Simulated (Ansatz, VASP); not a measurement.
Two plane-wave programs on Zr

File POSCAR:

```
Zr
1.0
    0.0000000000      2.1874114493      2.1874114493
    2.1874114493      0.0000000000      2.1874114493
    2.1874114493      2.1874114493      0.0000000000
Zr
1
Direct
    0.0000000000      0.0000000000      0.0000000000
```

Contents of INCAR.step1:

```
ALGO = Normal
EDIFF = 1E-4
ENCUT = 520
GGA = PE
ISMEAR = 0
LASPH = True
LCHARG = False
LREAL = False
LWAVE = True
NBANDS = 12
NELM = 80
PREC = Accurate
SIGMA = 0.1
```

Contents of INCAR.step2:

```
ALGO = Normal
EDIFF = 1E-7
ENCUT = 520
ISIF = 2
ISMEAR = 0
ISTART = 1
LASPH = True
LCHARG = True
LELF = True
LMIXTAU = True
LREAL = False
LVHAR = True
LWAVE = False
METAGGA = R2SCAN
NBANDS = 12
NELM = 80
PREC = Accurate
SIGMA = 0.1
```

The input KPOINTS:

```
k-points
0
Gamma
  8 8 8
```

Input for Ansatz:

```yaml
crystal:
  lattice:
    - [0.0, 2.1874114493, 2.1874114493]
    - [2.1874114493, 0.0, 2.1874114493]
    - [2.1874114493, 2.1874114493, 0.0]
  atoms:
    - { symbol: Zr, position: [0.0, 0.0, 0.0] }
basis:
  ecutwfc: 500
kpoints:
  mp_grid: { grid: [8, 8, 8] }
hamiltonian:
  xc: r2scan
scf:
  occupations: { method: gaussian, width: 0.1 }
output:
  forces: true
  stress: true
  eigenvalues: true
```

Alike in both runs: task single point; functional r2SCAN; k mesh 8 × 8 × 8; occupations gaussian, width 0.1 eV; no spin polarisation.

|  | VASP | Ansatz |
| --- | --- | --- |
| version | VASP 6.6.1 | Ansatz 0.2.0 |
| potentials or method | VASP PAW PBE potentials, release 64 (Zr_sv), cutoff 520 eV | scalar-relativistic, plane waves, PAW |
| valence electrons in the cell | 12 | 12 |

|  | VASP | Ansatz | Ansatz less VASP |
| --- | --- | --- | --- |
| gap on the k mesh at the Fermi level (eV) | none | none | - |
| pressure (GPa) | 11.2 | 11.2 | -0.02 |

VASP's potentials were made for PBE, not for r2SCAN. A gap of «none» marks a metal or a gap that the smearing closes. With one functional, cell and mesh, what is left measures potentials, basis and numerics.
